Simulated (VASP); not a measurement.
# BeRu3 (Pm-3m) in VASP: notebook

Runs on BeRu3. Level: PBE. Tasks: single point, relaxation of cell and atoms.

Program: VASP 6.6.1. These are calculated values, not measurements. Logs are shortened: lines on timing, memory, paths and dates and some standing lists are left out, and cuts for length are marked.

### 1 The cell of the first run

It takes space group Pm-3m (No. 221, cubic). The conventional cell has a = 3.717 Å, b = 3.717 Å, c = 3.717 Å, α = 90.00°, β = 90.00°, γ = 90.00°. Be (site symmetry m-3m) has 12 Ru at 2.63 Å within 3.5 Å. Ru (site symmetry 4/mmm) has 4 Be at 2.63 Å and 8 Ru at 2.63 Å within 3.5 Å.

### 2 Single point, PBE

Contents of INCAR:

```
  ALGO = Fast
  EDIFF = 1E-6
  ENCUT = 520
  GGA = PE
  ISIF = 2
  ISMEAR = 0
  LASPH = T
  LCHARG = T
  LELF = T
  LREAL = F
  LVHAR = T
  LWAVE = F
  NBANDS = 30
  NELM = 60
  PREC = Accurate
  SIGMA = 0.1
```

Contents of KPOINTS:

```
k-points
0
Gamma
  12 12 12
```

Contents of POSCAR:

```
BeRu3
1.0
    3.7170689000      0.0000000000      0.0000000000
    0.0000000000      3.7170689000      0.0000000000
    0.0000000000      0.0000000000      3.7170689000
Be Ru
1 3
Direct
    0.0000000000      0.0000000000      0.0000000000
    0.0000000000      0.5000000000      0.5000000000
    0.5000000000      0.0000000000      0.5000000000
    0.5000000000      0.5000000000      0.0000000000
```

Potentials or basis: VASP PAW PBE potentials, release 64 (Be, Ru_pv).

Started as:

```
$ cat potpaw_PBE.64/Be/POTCAR potpaw_PBE.64/Ru_pv/POTCAR > POTCAR
$ mpirun -np 1 vasp_std > vasp.out
```

OUTCAR:

```text
EDIFF = 1E-6
   ENCUT = 520
   GGA = PE
   ISIF = 2
   ISMEAR = 0
   LASPH = T
   LREAL = F
   NELM = 60
   PREC = Accurate

 ion  position               nearest neighbor table
   1  0.000  0.000  0.000-   2 2.63   3 2.63   4 2.63   2 2.63   3 2.63   2 2.63   4 2.63   2 2.63
                             3 2.63   4 2.63   3 2.63   4 2.63
   2  0.000  0.500  0.500-   1 2.63   3 2.63   4 2.63   1 2.63   4 2.63   1 2.63   3 2.63   1 2.63
                             3 2.63   4 2.63   4 2.63   3 2.63
   3  0.500  0.000  0.500-   1 2.63   2 2.63   4 2.63   1 2.63   4 2.63   2 2.63   4 2.63   4 2.63
                             1 2.63   2 2.63   1 2.63   2 2.63
   4  0.500  0.500  0.000-   1 2.63   2 2.63   3 2.63   2 2.63   3 2.63   1 2.63   3 2.63   3 2.63
                             1 2.63   2 2.63   2 2.63   1 2.63

  LATTYP: Found a simple cubic cell.
 ALAT       =     3.7170689000

  Lattice vectors:

 A1 = (   3.7170689000,   0.0000000000,   0.0000000000)
 A2 = (   0.0000000000,   3.7170689000,   0.0000000000)
 A3 = (   0.0000000000,   0.0000000000,   3.7170689000)

Analysis of symmetry for initial positions (statically):
=====================================================================
 Subroutine PRICEL returns:
 Original cell was already a primitive cell.

 Routine SETGRP: Setting up the symmetry group for a
 simple cubic supercell.

 Subroutine GETGRP returns: Found 48 space group operations
 (whereof 48 operations were pure point group operations)
 out of a pool of 48 trial point group operations.

The static configuration has the point symmetry O_h .

Analysis of symmetry for dynamics (positions and initial velocities):
=====================================================================
 Subroutine PRICEL returns:
 Original cell was already a primitive cell.

 Routine SETGRP: Setting up the symmetry group for a
 simple cubic supercell.

 Subroutine GETGRP returns: Found 48 space group operations
 (whereof 48 operations were pure point group operations)
 out of a pool of 48 trial point group operations.

The dynamic configuration has the point symmetry O_h .

 Subroutine INISYM returns: Found 48 space group operations
 (whereof 48 operations are pure point group operations),
 and found     1 'primitive' translations

----------------------------------------------------------------------------------------

                                     Primitive cell

  volume of cell :      51.3573

  direct lattice vectors                    reciprocal lattice vectors
     3.717068900  0.000000000  0.000000000     0.269029180  0.000000000  0.000000000
     0.000000000  3.717068900  0.000000000     0.000000000  0.269029180  0.000000000
     0.000000000  0.000000000  3.717068900     0.000000000  0.000000000  0.269029180

  length of vectors
     3.717068900  3.717068900  3.717068900     0.269029180  0.269029180  0.269029180

  position of ions in fractional coordinates (direct lattice)
     0.000000000  0.000000000  0.000000000
     0.000000000  0.500000000  0.500000000
     0.500000000  0.000000000  0.500000000
     0.500000000  0.500000000  0.000000000

  ion indices of the primitive-cell ions
   primitive index   ion index
                 1           1
                 2           2
                 3           3
                 4           4

----------------------------------------------------------------------------------------

 KPOINTS: k-points

Automatic generation of k-mesh.
 Grid dimensions read from file:
 generate k-points for:   12   12   12

 Generating k-lattice:

  Cartesian coordinates                     Fractional coordinates (reciprocal lattice)
     0.022419098  0.000000000  0.000000000     0.083333333  0.000000000  0.000000000
     0.000000000  0.022419098  0.000000000     0.000000000  0.083333333  0.000000000
     0.000000000  0.000000000  0.022419098     0.000000000  0.000000000  0.083333333

  Length of vectors
     0.022419098  0.022419098  0.022419098

  Shift w.r.t. Gamma in fractional coordinates (k-lattice)
     0.000000000  0.000000000  0.000000000

 Subroutine IBZKPT returns following result:
 ===========================================

 Found     84 irreducible k-points:

 Following reciprocal coordinates:
            Coordinates               Weight
  0.000000  0.000000  0.000000      1.000000
  0.083333  0.000000  0.000000      6.000000
  0.166667  0.000000  0.000000      6.000000
  0.250000  0.000000  0.000000      6.000000
  0.333333  0.000000  0.000000      6.000000
  0.416667  0.000000  0.000000      6.000000
[... 16 lines left out ...]
  0.333333  0.333333  0.000000     12.000000
  0.416667  0.333333  0.000000     24.000000
 [... further k-points ...]
   k-points           NKPTS =     84   k-points in BZ     NKDIM =     84   number of bands    NBANDS=     30
   number of dos      NEDOS =    301   number of ions     NIONS =      4
   total plane-waves  NPLWV =  21952
   dimension x,y,z NGX =    28 NGY =   28 NGZ =   28
   dimension x,y,z NGXF=    56 NGYF=   56 NGZF=   56
   ions per type =               1   3
   NGX,Y,Z   is equivalent  to a cutoff of  12.52, 12.52, 12.52 a.u.
   NGXF,Y,Z  is equivalent  to a cutoff of  25.05, 25.05, 25.05 a.u.
 SYSTEM =  unknown system
   PREC   = accura    normal or accurate (medium, high low for compatibility)
   ISTART =      0    job   : 0-new  1-cont  2-samecut
   ICHARG =      2    charge: 1-file 2-atom 10-const
   ISPIN  =      1    spin polarized calculation?
   LNONCOLLINEAR =      F non collinear calculations
   LSORBIT =      F    spin-orbit coupling
   LASPH  =      T    aspherical Exc in radial PAW
   ENCUT  =  520.0 eV  38.22 Ry    6.18 a.u.   6.91  6.91  6.91*2*pi/ulx,y,z
   NELM   =     60;   NELMIN=  2; NELMDL= -5     # of ELM steps
   EDIFF  = 0.1E-05   stopping-criterion for ELM
   LREAL  =      F    real-space projection
   EDIFFG = 0.1E-04   stopping-criterion for IOM
   NSW    =      0    number of steps for IOM
   IBRION =     -1    ionic relax: 0-MD 1-quasi-New 2-CG
   NFREE  =      0    steps in history (QN), initial steepest desc. (CG)
   ISIF   =      2    stress and relaxation
   ISYM   =      2    0-nonsym 1-usesym 2-fastsym
   POTIM  = 0.5000    time-step for ionic-motion
   TEBEG  =    0.0;   TEEND  =   0.0 temperature during run
   PSTRESS=    0.0 pullay stress
   NELECT =      44.0000    total number of electrons
   NUPDOWN=      -1.0000    fix difference up-down
   EMIN   =  10.00;   EMAX   =-10.00  energy-range for DOS
   EFERMI =   0.00;   METHOD = LEGACY
   ISMEAR =     0;   SIGMA  =   0.10  broadening in eV -4-tet -1-fermi 0-gaus
   EFERMI_NEDOS =   21; number of points for ismear=-14 and -15
   IALGO  =     68    algorithm
   IMIX   =      4    mixing-type and parameters
     AMIX     =   0.40;   BMIX     =  1.00
     AMIX_MAG =   1.60;   BMIX_MAG =  1.00
  volume/ion in A,a.u.               =      12.84        86.64
  Fermi-wavevector in a.u.,A,eV,Ry     =   1.554862  2.938263 32.893378  2.417595
  Thomas-Fermi vector in A             =   2.658886
   LORBIT       =      0    0 simple, 1 ext, 2 COOP (PROOUT), +10 PAW based schemes
   GGA     = PE    functional components
   LHFCALC =     F    Hartree Fock is set to
   AEXX    =    0.0000 exact exchange contribution
   IVDW    =     0    specifies the selected vdW correction
   LEPSILON=     F    determine dielectric tensor
   LRPA    =     F    only Hartree local field effects (RPA)
 non-spin polarized calculation
 RMM-DIIS sequential band-by-band and
 Gauss-broadening in eV      SIGMA  =   0.10
  energy-cutoff  :      520.00
  volume of cell :       51.36
 maximum number of plane-waves:      1409
 NGX is ok and might be reduce to    28
   NGX = 13   NGY = 13   NGZ = 13

 number of electron      43.9999987 magnetization

 Free energy of the ion-electron system (eV)
  ---------------------------------------------------
  ext. energy  EPLUGINS =         0.00000000
  ---------------------------------------------------
  free energy    TOTEN  =       -30.58468949 eV

  energy without entropy =      -30.56137314  energy(sigma->0) =      -30.57303132

 E-fermi :  11.0259     XC(G=0): -13.1880

 val. band max:       11.0087114874   @ k =   0.3333   0.0833   0.0000
 cond. band min:      11.0269525101   @ k =   0.3333   0.0000   0.0000
 fundamental gap:      0.0182410226
 Fermi energy:        11.0258678533

 k-point     1 :       0.0000    0.0000    0.0000
  band No.  band energies     occupation
      1     -32.2013      2.00000
      2     -32.2013      2.00000
      3     -32.2013      2.00000
      4     -31.6199      2.00000
      5     -31.6199      2.00000
      6     -31.6199      2.00000
[... 22 lines left out ...]
     29      20.6932      0.00000
     30      21.3143      0.00000

 k-point     2 :       0.0833    0.0000    0.0000
  band No.  band energies     occupation
      1     -32.1933      2.00000
      2     -32.1933      2.00000
      3     -32.1885      2.00000
      4     -31.6225      2.00000
      5     -31.6225      2.00000
      6     -31.6209      2.00000
[... 22 lines left out ...]
     29      20.7588      0.00000
     30      20.9121      0.00000

 k-point     3 :       0.1667    0.0000    0.0000
  band No.  band energies     occupation
      1     -32.1703      2.00000
      2     -32.1703      2.00000
      3     -32.1506      2.00000
      4     -31.6309      2.00000
      5     -31.6309      2.00000
      6     -31.6239      2.00000
[... 22 lines left out ...]
     29      20.1587      0.00000
     30      21.0626      0.00000

 k-point     4 :       0.2500    0.0000    0.0000
  band No.  band energies     occupation
      1     -32.1358      2.00000
      2     -32.1358      2.00000
      3     -32.0893      2.00000
      4     -31.6459      2.00000
      5     -31.6459      2.00000
      6     -31.6279      2.00000
[... 616 lines left out ...]
     29      18.3590      0.00000
     30      19.9564      0.00000

 k-point    23 :       0.3333    0.3333    0.0000
  band No.  band energies     occupation
      1     -32.1744      2.00000
      2     -31.9730      2.00000
      3     -31.9496      2.00000
      4     -31.8055      2.00000
      5     -31.6767      2.00000
      6     -31.6550      2.00000
[... 22 lines left out ...]
     29      17.9972      0.00000
     30      20.4041      0.00000

 k-point    24 :       0.4167    0.3333    0.0000
  band No.  band energies     occupation
      1     -32.1667      2.00000
      2     -32.0056      2.00000
      3     -31.9278      2.00000
      4     -31.7597      2.00000
      5     -31.6878      2.00000
      6     -31.6838      2.00000
[... 22 lines left out ...]
     29      18.6250      0.00000
     30      20.3019      0.00000

 [... further k-points ...]
[... 5 lines left out ...]
  --------------------------------------------------------------------------------------
  -------------------------------------------------------------------------------------
  Total       -0.0148490     -0.0148490     -0.0148490     -0.0000000      0.0000000     -0.0000000
  in kB       -0.4632384     -0.4632384     -0.4632384     -0.0000000      0.0000000     -0.0000000
  external PRESSURE =      -0.4632384 kB  Pullay stress =       0.0000000 kB

 VOLUME and BASIS-vectors are now :
 -----------------------------------------------------------------------------
  energy-cutoff  :      520.00
  volume of cell :       51.36
      direct lattice vectors                 reciprocal lattice vectors
     3.717068900  0.000000000  0.000000000     0.269029180  0.000000000  0.000000000
     0.000000000  3.717068900  0.000000000     0.000000000  0.269029180  0.000000000
     0.000000000  0.000000000  3.717068900     0.000000000  0.000000000  0.269029180

 POSITION                                       TOTAL-FORCE (eV/Angst)
 -----------------------------------------------------------------------------------
      0.00000      0.00000      0.00000         0.000000      0.000000      0.000000
      0.00000      1.85853      1.85853         0.000000      0.000000      0.000000
      1.85853      0.00000      1.85853         0.000000      0.000000      0.000000
      1.85853      1.85853      0.00000         0.000000      0.000000      0.000000
 -----------------------------------------------------------------------------------
    total drift:                                0.000000      0.000000      0.000000

  FREE ENERGIE OF THE ION-ELECTRON SYSTEM (eV)
  ---------------------------------------------------
  free  energy   TOTEN  =       -30.5846894930 eV

  energy  without entropy=      -30.5613731371  energy(sigma->0) =      -30.57303132
```

Run time: 2.8 min. Hardware: 1 thread of Oxide Virtual Turin-like, shared host; peak memory 0.19 GiB.

Results:

```
Free energy            : -30.5847 eV
Pressure               : 0.0 GPa
Band gap on the k mesh : zero (band 22 reaches 12.57 eV, above the bottom of band 23 at 10.44 eV)
```

### 3 Relaxation of cell and atoms, PBE

This run uses another cell than the first one, of 12.76 Å³/atom, 0.994 times its volume.

Contents of INCAR:

```
  ALGO = Fast
  EDIFF = 1E-7
  EDIFFG = -0.01
  ENCUT = 600
  GGA = PE
  IBRION = 2
  ISIF = 3
  ISMEAR = 0
  LASPH = T
  LCHARG = F
  LREAL = F
  LWAVE = F
  NELM = 80
  NSW = 100
  PREC = Accurate
  SIGMA = 0.1
```

KPOINTS is that of step 2.

Contents of POSCAR:

```
BeRu3
1.0
    3.7091230804      0.0000000000      0.0000000000
    0.0000000000      3.7091230804      0.0000000000
    0.0000000000      0.0000000000      3.7091230804
Be Ru
1 3
Direct
    0.0000000000      0.0000000000      0.0000000000
    0.0000000000      0.5000000000      0.5000000000
    0.5000000000      0.0000000000      0.5000000000
    0.5000000000      0.5000000000      0.0000000000
```

Potentials or basis: VASP PAW PBE potentials, release 64 (Be, Ru_pv).

Started as:

```
$ cat potpaw_PBE.64/Be/POTCAR potpaw_PBE.64/Ru_pv/POTCAR > POTCAR
$ mpirun -np 1 vasp_std > vasp.out
```

Wall time 10 min (1 thread of Oxide Virtual Turin-like, shared host); peak memory 0.22 GiB.

It converged, with:

- Free energy: -30.5845 eV
- Relaxed volume: 12.83 Å³/atom
- Relaxed cell: a = 3.717 Å, b = 3.717 Å, c = 3.717 Å, α = 90.00°, β = 90.00°, γ = 90.00°
- Space group after relaxing (to 0.05 Å): Pm-3m (No. 221)
- Energy gained by relaxing: 0.4 meV/atom
- Ionic steps: 3
- Pressure after relaxing: 0.0 GPa
- Band gap on the k mesh: zero (band 22 reaches 12.57 eV, above the bottom of band 23 at 10.45 eV)

Step by step:
```csv
step,energy change (eV),largest force (eV/Å),pressure (GPa),volume (Å³)
1,0.0000,0.0000,1.56,51.03
2,0.0040,0.0000,-2.86,51.95
3,-0.0015,0.0000,0.01,51.34
```

Final structure:
```xyz
4
Lattice="3.7166 0.0000 0.0000 0.0000 3.7166 0.0000 0.0000 0.0000 3.7166" Properties=species:S:1:pos:R:3 pbc="T T T"
Be    0.0000    0.0000    0.0000
Ru    0.0000    1.8583    1.8583
Ru    1.8583    0.0000    1.8583
Ru    1.8583    1.8583    0.0000
```

Levels at points of the mesh, in eV from the Fermi level:
| k point | band 20 | band 21 | band 22 | band 23 | band 24 | band 25 |
| --- | --- | --- | --- | --- | --- | --- |
| (0.00, 0.00, 0.00) | 0.87 | 0.87 | 1.54 | 1.54 | 1.54 | 2.13 |
| (0.50, 0.00, 0.00) | -1.48 | -1.01 | -0.58 | -0.58 | -0.11 | 1.04 |
| (0.50, 0.50, 0.00) | -1.14 | -1.14 | -1.04 | -0.10 | 0.28 | 0.44 |
| (0.50, 0.50, 0.50) | -0.79 | -0.79 | -0.79 | 0.07 | 0.07 | 1.32 |
